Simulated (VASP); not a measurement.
## BaTeH6: single point with r2SCAN+rVV10

The system is BaTeH6.

```
Ba Te H
1.0
     3.54501    2.04671    2.55040
    -3.54501    2.04671    2.55040
     0.00000   -4.09342    2.55040
Ba Te H
1 1 6
Direct
  0.00000 0.00000 0.00000
  0.50000 0.50000 0.50000
  0.54671 0.21764 0.19407
  0.21764 0.19407 0.54671
  0.80593 0.45329 0.78236
  0.78236 0.80593 0.45329
  0.45329 0.78236 0.80593
  0.19407 0.54671 0.21764
```

| Quantity | Value |
| --- | --- |
| Program | VASP 6.6.1 |
| Task | single point |
| Functional | r2SCAN |
| Dispersion | rVV10 |
| Potentials or basis | VASP PAW PBE potentials, release 64 (Ba_sv, Te, H) |
| Cutoff | 520 eV |
| k mesh | 6 × 6 × 6 |
| Occupations | fermi-dirac, width 0.03 eV |
| Spin | no spin polarisation |
| Dipole correction | no |
| Further INCAR settings | ALGO = Normal; EDIFF = 1e-07; NBANDS = 21 |

* Pressure: 0.3 GPa
* Largest force: 0.013 eV/Å
* Band gap on the k mesh: 0.32 eV, direct

Forces in eV/Å, atoms in the order of the input:
```
Ba   0.000  0.000  0.000
Te   0.000  0.000  0.000
H   -0.008  0.000  0.011
H    0.004  0.007  0.011
H   -0.004  0.007 -0.011
H   -0.004 -0.007 -0.011
H    0.008  0.000 -0.011
H    0.004 -0.007  0.011
```

Levels at points of the mesh, in eV from the valence-band top:
```tsv
k point	band 7	band 8	band 9	band 10	band 11	band 12	band 13	band 14	band 15	band 16
(0.00, 0.00, 0.00)	-5.27	-5.27	-3.19	-3.19	-2.52	3.19	3.19	3.27	3.27	3.31
(0.50, 0.00, 0.00)	-5.94	-5.37	-2.29	-2.13	0.00	0.32	1.77	3.09	3.79	3.81
(0.50, 0.50, 0.00)	-6.05	-5.11	-3.82	-2.21	-0.95	2.09	2.23	2.51	4.81	4.95
(0.50, 0.50, 0.50)	-6.00	-6.00	-2.97	-2.97	-0.14	3.52	3.52	3.56	4.99	4.99
```

Run time: 2.8 min on 1 thread of Intel(R) Xeon(R) 6975P-C (Granite Rapids) (shared host), peak memory 0.45 GiB.

Caveat: the PAW data sets were made with another functional, which shifts forces and pressure a little; spin-orbit coupling is left out, which moves the levels of the heavy elements. A k mesh can miss the band edges.
